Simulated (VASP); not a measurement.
Input of a VASP 6.6.1 run:

Contents of INCAR:

```
PREC = Accurate ; ENCUT = 520
EDIFF = 1E-8 ; ISMEAR = -1
SIGMA = 0.03 ; LREAL = F
LASPH = T ; NELM = 60
ALGO = Normal ; ISIF = 2
LWAVE = F ; LCHARG = F
LEFG = T ; NBANDS = 12
```

Contents of KPOINTS:

```
Automatic mesh
0
Gamma
  12 12 12
```

Contents of POSCAR:

```
Sb
1.0
    2.1927796744      1.2660019353      3.8174304072
   -2.1927796744      1.2660019353      3.8174304072
    0.0000000000     -2.5320038705      3.8174304072
Sb
2
Direct
    0.2336400000      0.2336400000      0.2336400000
    0.7663600000      0.7663600000      0.7663600000
```

Potentials or basis: VASP PAW LDA potentials, release 64 (Sb).

Run with:

```bash
$ cat potpaw_LDA.64/Sb/POTCAR > POTCAR
$ mpirun -np 1 vasp_std > vasp.out
```

Task: What does it give for the pressure?

Result: -3.6 GPa.

Task: Estimate the band gap on the k mesh.

Result: Zero (bands 5 and 6 overlap by 0.18 eV).

Forces on the atoms (eV/Å):
```
Sb   0.000  0.000 -0.144
Sb   0.000  0.000  0.144
```

Caveat: the cell stands under tension; without QUAD_EFG the Cq values of the log hold for a quadrupole moment of 1 mb, not for the nuclei; spin-orbit coupling is left out, which moves the levels of the heavy elements.
